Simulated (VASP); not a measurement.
# Rb4CdS3 (Cm) in VASP: single point with PBE

Aim: the single point of Rb4CdS3 with PBE.

Program: VASP 6.6.1. These are calculated values, not measurements. Logs are shortened: lines on timing, memory, paths and dates and some standing lists are left out, and cuts for length are marked.

### Step 1. The cell of the first run

Symmetry: Cm, No. 8, monoclinic system. Conventional cell: a = 9.319 Å, b = 9.053 Å, c = 9.108 Å, α = 90.00°, β = 120.67°, γ = 90.00°. Rb (site symmetry 1) has 4 S at 3.39 to 3.44 Å and 2 Cd at 3.54 to 3.55 Å and 8 Rb at 4.51 to 4.66 Å within 4.7 Å. Within 4.8 Å of Rb (site symmetry 1) lie 5 S at 3.39 to 3.66 Å and 1 Cd at 3.57 Å and 7 Rb at 3.82 to 4.71 Å. Within 3.2 Å of Cd (site symmetry m) lie 3 S at 2.45 to 2.52 Å. Within 3.5 Å of S (site symmetry m) lie 1 Cd at 2.52 Å and 6 Rb at 3.43 to 3.46 Å. S (site symmetry m) has 1 Cd at 2.45 Å within 3.2 Å. Within 3.2 Å of S (site symmetry m) lie 1 Cd at 2.45 Å.

### Step 2. Single point, PBE

Input file POSCAR:

```
Rb4CdS3
1.0
    4.6595071446     -4.5266495148     -0.0136702794
    4.6595071446      4.5266495148     -0.0136702794
   -4.6222002110      0.0000000000      7.8477770415
Rb Cd S
4 1 3
Direct
    0.9790455710      0.4777337471      0.2085992121
    0.4777337471      0.9790455710      0.2085992121
    0.9448931345      0.5226006769      0.7175570927
    0.5226006769      0.9448931345      0.7175570927
    0.3896163122      0.3896163122      0.0281926773
    0.5484770285      0.5484770285      0.3496969990
    0.5538487347      0.5538487347      0.8868007305
    0.0841194246      0.0841194246      0.8832107310
```

Input file INCAR.step1:

```
PREC = Accurate ; ENCUT = 520
EDIFF = 1E-7 ; ISMEAR = 0
SIGMA = 0.02 ; LREAL = F
LASPH = T ; NELM = 100
ALGO = Normal ; ISIF = 2
LWAVE = F ; LCHARG = T
GGA = PE ; NBANDS = 43
```

Input file KPOINTS.step1:

```
regular mesh
0
Gamma
  6 6 4
```

Input file INCAR.step2:

```
PREC = Accurate ; ENCUT = 520
EDIFF = 1E-7 ; ISMEAR = -5
SIGMA = 0.02 ; LREAL = F
LASPH = T ; NELM = 100
ALGO = Normal ; ISIF = 2
LWAVE = F ; LCHARG = F
GGA = PE ; LORBIT = 11
NBANDS = 43 ; NEDOS = 1001
ICHARG = 11
```

Input file KPOINTS.step2:

```
regular mesh
0
Gamma
  9 9 6
```

Potentials or basis: VASP PAW PBE potentials, release 64 (Rb_sv, Cd, S).

Launch:

```
> cat potpaw_PBE.64/Rb_sv/POTCAR potpaw_PBE.64/Cd/POTCAR potpaw_PBE.64/S/POTCAR > POTCAR
> cp INCAR.step1 INCAR
> cp KPOINTS.step1 KPOINTS
> mpirun -np 1 vasp_std > vasp.out
> cp INCAR.step2 INCAR
> cp KPOINTS.step2 KPOINTS
> mpirun -np 1 vasp_std > vasp.out
```

OUTCAR:

```text
PREC = Accurate
   ENCUT = 520
   EDIFF = 1E-7
   ISMEAR = -5
   LREAL = F
   LASPH = T
   NELM = 100
   ISIF = 2
   GGA = PE
   LORBIT = 11
   ICHARG = 11

 ion  position               nearest neighbor table
   1  0.979  0.478  0.209-   7 3.39   8 3.41   6 3.43   6 3.44   5 3.54   5 3.55   4 4.51   3 4.51
                             2 4.51   2 4.54   3 4.62   4 4.64   2 4.66   2 4.66
   2  0.478  0.979  0.209-   7 3.39   8 3.41   6 3.43   6 3.44   5 3.54   5 3.55   3 4.51   4 4.51
                             1 4.51   1 4.54   4 4.62   3 4.64   1 4.66   1 4.66
   3  0.945  0.523  0.718-   7 3.39   8 3.40   6 3.46   5 3.57   8 3.63   7 3.66   4 3.82   2 4.51
                             1 4.51   1 4.62   2 4.64   4 4.71   4 4.71   4 5.23
   4  0.523  0.945  0.718-   7 3.39   8 3.40   6 3.46   5 3.57   8 3.63   7 3.66   3 3.82   1 4.51
                             2 4.51   2 4.62   1 4.64   3 4.71   3 4.71   3 5.23
   5  0.390  0.390  0.028-   7 2.45   8 2.45   6 2.52   2 3.54   1 3.54   2 3.55   1 3.55   4 3.57
                             3 3.57
   6  0.548  0.548  0.350-   5 2.52   2 3.43   1 3.43   2 3.44   1 3.44   4 3.46   3 3.46
   7  0.554  0.554  0.887-   5 2.45   4 3.39   3 3.39   2 3.39   1 3.39   4 3.66   3 3.66
   8  0.084  0.084  0.883-   5 2.45   3 3.40   4 3.40   2 3.41   1 3.41   4 3.63   3 3.63

  LATTYP: Found a base centered monoclinic cell.
 ALAT       =     9.3190543956
 B/A-ratio  =     0.9714825824
 C/A-ratio  =     0.9773327953
 COS(beta)  =    -0.5100238782

  Lattice vectors:

 A1 = (   4.6595071446,  -4.5266495148,  -0.0136702794)
 A2 = (   4.6595071446,   4.5266495148,  -0.0136702794)
 A3 = (  -4.6222002110,   0.0000000000,   7.8477770415)

Analysis of symmetry for initial positions (statically):
=====================================================================
 Subroutine PRICEL returns:
 Original cell was already a primitive cell.

 Routine SETGRP: Setting up the symmetry group for a
 base centered monoclinic supercell.

 Subroutine GETGRP returns: Found  2 space group operations
 (whereof  2 operations were pure point group operations)
 out of a pool of  4 trial point group operations.

The static configuration has the point symmetry C_1h.

Analysis of symmetry for dynamics (positions and initial velocities):
=====================================================================
 Subroutine PRICEL returns:
 Original cell was already a primitive cell.

 Routine SETGRP: Setting up the symmetry group for a
 base centered monoclinic supercell.

 Subroutine GETGRP returns: Found  2 space group operations
 (whereof  2 operations were pure point group operations)
 out of a pool of  4 trial point group operations.

The dynamic configuration has the point symmetry C_1h.

 Subroutine INISYM returns: Found  2 space group operations
 (whereof  2 operations are pure point group operations),
 and found     1 'primitive' translations

----------------------------------------------------------------------------------------

                                     Primitive cell

  volume of cell :     330.4779

  direct lattice vectors                    reciprocal lattice vectors
     4.659507145 -4.526649515 -0.013670279     0.107493233 -0.110456972  0.063311590
     4.659507145  4.526649515 -0.013670279     0.107493233  0.110456972  0.063311590
    -4.622200211  0.000000000  7.847777041     0.000374491  0.000000000  0.127645188

  length of vectors
     6.496287366  6.496287366  9.107817482     0.166625014  0.166625014  0.127645737

  position of ions in fractional coordinates (direct lattice)
     0.979045571  0.477733747  0.208599212
     0.477733747  0.979045571  0.208599212
     0.944893134  0.522600677  0.717557093
     0.522600677  0.944893134  0.717557093
     0.389616312  0.389616312  0.028192677
     0.548477029  0.548477029  0.349696999
     0.553848735  0.553848735  0.886800730
     0.084119425  0.084119425  0.883210731

  ion indices of the primitive-cell ions
   primitive index   ion index
                 1           1
                 2           2
                 3           3
                 4           4
                 5           5
                 6           6
                 7           7
                 8           8

----------------------------------------------------------------------------------------

 KPOINTS: regular mesh

Automatic generation of k-mesh.
 Grid dimensions read from file:
 generate k-points for:    9    9    6

 Generating k-lattice:

  Cartesian coordinates                     Fractional coordinates (reciprocal lattice)
     0.011943693 -0.012272997  0.007034621     0.111111111 -0.000000000 -0.000000000
     0.011943693  0.012272997  0.007034621    -0.000000000  0.111111111 -0.000000000
     0.000062415  0.000000000  0.021274198    -0.000000000 -0.000000000  0.166666667

  Length of vectors
     0.018513890  0.018513890  0.021274290

  Shift w.r.t. Gamma in fractional coordinates (k-lattice)
     0.000000000  0.000000000  0.000000000

 TETIRR: Found    729 inequivalent tetrahedra from     2916

 Subroutine IBZKPT returns following result:
 ===========================================

 Found    140 irreducible k-points:

 Following reciprocal coordinates:
            Coordinates               Weight
  0.000000  0.000000  0.000000      1.000000
  0.111111  0.000000  0.000000      4.000000
  0.222222 -0.000000 -0.000000      4.000000
  0.333333  0.000000  0.000000      4.000000
  0.444444 -0.000000 -0.000000      4.000000
  0.111111  0.111111  0.000000      2.000000
[... 16 lines left out ...]
 -0.333333  0.333333  0.000000      2.000000
  0.444444  0.444444 -0.000000      2.000000
 [... further k-points ...]
   k-points           NKPTS =    140   k-points in BZ     NKDIM =    140   number of bands    NBANDS=     43
   number of dos      NEDOS =   1001   number of ions     NIONS =      8
   total plane-waves  NPLWV = 161280
   dimension x,y,z NGX =    48 NGY =   48 NGZ =   70
   dimension x,y,z NGXF=    96 NGYF=   96 NGZF=  140
   ions per type =               4   1   3
   NGX,Y,Z   is equivalent  to a cutoff of  12.28, 12.28, 12.78 a.u.
   NGXF,Y,Z  is equivalent  to a cutoff of  24.57, 24.57, 25.55 a.u.
 SYSTEM =  unknown system
   PREC   = accura    normal or accurate (medium, high low for compatibility)
   ISTART =      0    job   : 0-new  1-cont  2-samecut
   ICHARG =     11    charge: 1-file 2-atom 10-const
   ISPIN  =      1    spin polarized calculation?
   LNONCOLLINEAR =      F non collinear calculations
   LSORBIT =      F    spin-orbit coupling
   LASPH  =      T    aspherical Exc in radial PAW
   ENCUT  =  520.0 eV  38.22 Ry    6.18 a.u.  12.08 12.08 16.93*2*pi/ulx,y,z
   NELM   =    100;   NELMIN=  2; NELMDL=  0     # of ELM steps
   EDIFF  = 0.1E-06   stopping-criterion for ELM
   LREAL  =      F    real-space projection
   EDIFFG = 0.1E-05   stopping-criterion for IOM
   NSW    =      0    number of steps for IOM
   IBRION =     -1    ionic relax: 0-MD 1-quasi-New 2-CG
   NFREE  =      0    steps in history (QN), initial steepest desc. (CG)
   ISIF   =      2    stress and relaxation
   ISYM   =      2    0-nonsym 1-usesym 2-fastsym
   POTIM  = 0.5000    time-step for ionic-motion
   TEBEG  =    0.0;   TEEND  =   0.0 temperature during run
   PSTRESS=    0.0 pullay stress
   NELECT =      66.0000    total number of electrons
   NUPDOWN=      -1.0000    fix difference up-down
   EMIN   =  10.00;   EMAX   =-10.00  energy-range for DOS
   EFERMI =   0.00;   METHOD = LEGACY
   ISMEAR =    -5;   SIGMA  =   0.02  broadening in eV -4-tet -1-fermi 0-gaus
   EFERMI_NEDOS =   21; number of points for ismear=-14 and -15
   IALGO  =     38    algorithm
   IMIX   =      4    mixing-type and parameters
     AMIX     =   0.40;   BMIX     =  1.00
     AMIX_MAG =   1.60;   BMIX_MAG =  1.00
  volume/ion in A,a.u.               =      41.31       278.77
  Fermi-wavevector in a.u.,A,eV,Ry     =   0.956919  1.808315 12.458782  0.915695
  Thomas-Fermi vector in A             =   2.085891
   LORBIT       =     11    0 simple, 1 ext, 2 COOP (PROOUT), +10 PAW based schemes
   GGA     = PE    functional components
   LHFCALC =     F    Hartree Fock is set to
   AEXX    =    0.0000 exact exchange contribution
   IVDW    =     0    specifies the selected vdW correction
   LEPSILON=     F    determine dielectric tensor
   LRPA    =     F    only Hartree local field effects (RPA)
 non-spin polarized calculation
 Fermi weights with tetrahedron method with Bloechl corrections
  energy-cutoff  :      520.00
  volume of cell :      330.48
 maximum number of plane-waves:      8928

 number of electron      65.9999994 magnetization

 Free energy of the ion-electron system (eV)
  ---------------------------------------------------
  ext. energy  EPLUGINS =         0.00000000
  ---------------------------------------------------
  free energy    TOTEN  =       -24.15533235 eV

  energy without entropy =      -24.15533235  energy(sigma->0) =      -24.15533235

 E-fermi :  -0.2454     XC(G=0):  -6.8979

 val. band max:       -0.2635201919   @ k =   0.4444   0.4444   0.5000
 cond. band min:       1.3028263077   @ k =   0.0000   0.0000   0.0000
 fundamental gap:      1.5663464996
 Fermi energy:        -0.2454336268

 k-point     1 :       0.0000    0.0000    0.0000
  band No.  band energies     occupation
      1     -26.7433      2.00000
      2     -26.7324      2.00000
      3     -26.5569      2.00000
      4     -26.5312      2.00000
      5     -11.3037      2.00000
      6     -11.0799      2.00000
[... 35 lines left out ...]
     42       5.3554      0.00000
     43       5.3752      0.00000

 k-point     2 :       0.1111    0.0000    0.0000
  band No.  band energies     occupation
      1     -26.7430      2.00000
      2     -26.7327      2.00000
      3     -26.5567      2.00000
      4     -26.5314      2.00000
      5     -11.2960      2.00000
      6     -11.1027      2.00000
[... 35 lines left out ...]
     42       5.3356      0.00000
     43       5.4407      0.00000

 k-point     3 :       0.2222   -0.0000   -0.0000
  band No.  band energies     occupation
      1     -26.7420      2.00000
      2     -26.7336      2.00000
      3     -26.5561      2.00000
      4     -26.5320      2.00000
      5     -11.2764      2.00000
      6     -11.1878      2.00000
[... 35 lines left out ...]
     42       5.3129      0.00000
     43       5.5605      0.00000

 k-point     4 :       0.3333    0.0000    0.0000
  band No.  band energies     occupation
      1     -26.7405      2.00000
      2     -26.7350      2.00000
      3     -26.5554      2.00000
      4     -26.5327      2.00000
      5     -11.2871      2.00000
      6     -11.2325      2.00000
[... 863 lines left out ...]
     42       5.4395      0.00000
     43       5.6165      0.00000

 k-point    23 :      -0.3333    0.3333    0.0000
  band No.  band energies     occupation
      1     -26.7384      2.00000
      2     -26.7370      2.00000
      3     -26.5541      2.00000
      4     -26.5339      2.00000
      5     -11.4667      2.00000
      6     -11.2203      2.00000
[... 35 lines left out ...]
     42       5.5287      0.00000
     43       5.5863      0.00000

 k-point    24 :       0.4444    0.4444   -0.0000
  band No.  band energies     occupation
      1     -26.7386      2.00000
      2     -26.7367      2.00000
      3     -26.5536      2.00000
      4     -26.5343      2.00000
      5     -11.5493      2.00000
      6     -11.2504      2.00000
[... 35 lines left out ...]
     42       5.4172      0.00000
     43       5.4466      0.00000

 [... further k-points ...]
[... 5 lines left out ...]
  --------------------------------------------------------------------------------------
  -------------------------------------------------------------------------------------
  Total        0.1897395      0.0357590      0.1557275      0.0000000      0.0000000     -0.0144828
  in kB        0.9198690      0.1733620      0.7549767      0.0000000      0.0000000     -0.0702135
  external PRESSURE =       0.6160692 kB  Pullay stress =       0.0000000 kB

 VOLUME and BASIS-vectors are now :
 -----------------------------------------------------------------------------
  energy-cutoff  :      520.00
  volume of cell :      330.48
      direct lattice vectors                 reciprocal lattice vectors
     4.659507145 -4.526649515 -0.013670279     0.107493233 -0.110456972  0.063311590
     4.659507145  4.526649515 -0.013670279     0.107493233  0.110456972  0.063311590
    -4.622200211  0.000000000  7.847777041     0.000374491  0.000000000  0.127645188

 POSITION                                       TOTAL-FORCE (eV/Angst)
 -----------------------------------------------------------------------------------
      5.82369     -2.26926      1.61713         0.000792     -0.001363      0.002298
      5.82369      2.26926      1.61713         0.000792      0.001363      0.002298
      3.52111     -1.91157      5.61117         0.003336     -0.002515     -0.000564
      3.52111      1.91157      5.61117         0.003336      0.002515     -0.000564
      3.50053      0.00000      0.21060        -0.007358      0.000000      0.004577
      3.49490      0.00000      2.72935         0.003825      0.000000      0.038877
      1.06235      0.00000      6.94427         0.032030      0.000000     -0.026694
     -3.29847      0.00000      6.92894        -0.036755      0.000000     -0.020229
 -----------------------------------------------------------------------------------
    total drift:                               -0.000398      0.000000      0.000639

  FREE ENERGIE OF THE ION-ELECTRON SYSTEM (eV)
  ---------------------------------------------------
  free  energy   TOTEN  =       -24.1553323524 eV

  energy  without entropy=      -24.1553323524  energy(sigma->0) =      -24.15533235

 total charge

# of ion       s       p       d       tot
------------------------------------------
    1        1.945   5.342   0.029   7.315
    2        1.945   5.342   0.029   7.315
    3        1.942   5.344   0.024   7.310
    4        1.942   5.344   0.024   7.310
    5        0.504   0.345   9.529  10.378
    6        1.325   2.367   0.000   3.692
    7        1.326   2.368   0.000   3.694
    8        1.326   2.367   0.000   3.693
--------------------------------------------------
tot         12.253  28.817   9.636  50.707
```

Run time: 34 min. Hardware: 1 thread of Intel Xeon Platinum 8488C (Sapphire Rapids), shared host; peak memory 1.6 GiB.

Results:

```yaml
Valence_electrons_inside_the_program's_atomic_spheres: Rb 7.32, 7.31 (each value once); Cd 10.38; S 3.69
```
